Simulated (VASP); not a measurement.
Set up this calculation in VASP 6.6.1, as the native input.

* Task: single point
* Functional: PBE
* Potentials or basis: VASP PAW PBE potentials, release 64 (B, N)
* Cutoff: 600 eV
* k mesh: 6 × 4 × 6
* Occupations: gaussian, width 0.01 eV
* Spin: no spin polarisation
* Dipole correction: no
* Further INCAR settings: ALGO = Normal; EDIFF = 1e-06; NBANDS = 16

The structure of BN lies in POSCAR:

```
BN
1.0
    2.5442563774      0.0000000000      0.0000000000
    0.0000000000      3.5981218750      0.0000000000
    0.0000000000      0.0000000000      2.5673008650
B N
2 2
Direct
    0.0000000000      0.0001015458      0.0000000000
    0.5000000000      0.5001015458      0.5000000000
    0.0000000000      0.2498984542      0.5000000000
    0.5000000000      0.7498984542      0.0000000000
```

The input as run:

INCAR

```
SYSTEM = BN
ALGO     = Normal         ! electronic algorithm
EDIFF    = 1E-6           ! SCF threshold, eV
ENCUT    = 600            ! plane-wave cutoff, eV
GGA      = PE             ! functional
GGA_COMPAT= .False.      
ISIF     = 2              ! what is computed and relaxed
ISMEAR   = 0              ! smearing method
LASPH    = .True.         ! aspherical terms in the spheres
LCHARG   = .True.         ! write CHGCAR
LELF     = .True.         ! ELF
LREAL    = .False.        ! projectors in reciprocal space
LVHAR    = .True.       
LWAVE    = .False.        ! write WAVECAR
NBANDS   = 16             ! bands
NELM     = 120            ! most SCF steps
PREC     = Accurate       ! precision mode
SIGMA    = 0.01           ! smearing width, eV
```

KPOINTS

```
k-points
0
Gamma
  6 4 6
  0 0 0
```

Potentials or basis: VASP PAW PBE potentials, release 64 (B, N).

The run is started by

```bash
$ cat potpaw_PBE.64/B/POTCAR potpaw_PBE.64/N/POTCAR > POTCAR
$ mpirun -np 1 vasp_std > vasp.out
```

Results of the run:

The pressure is 5.0 GPa and the band gap on the k mesh is 4.38 eV.

Caveat: the k points lie up to 0.44 Å⁻¹ apart.

Wall time 30 s on 1 thread of AMD EPYC 7R13, on a shared host, peak memory 0.11 GiB.
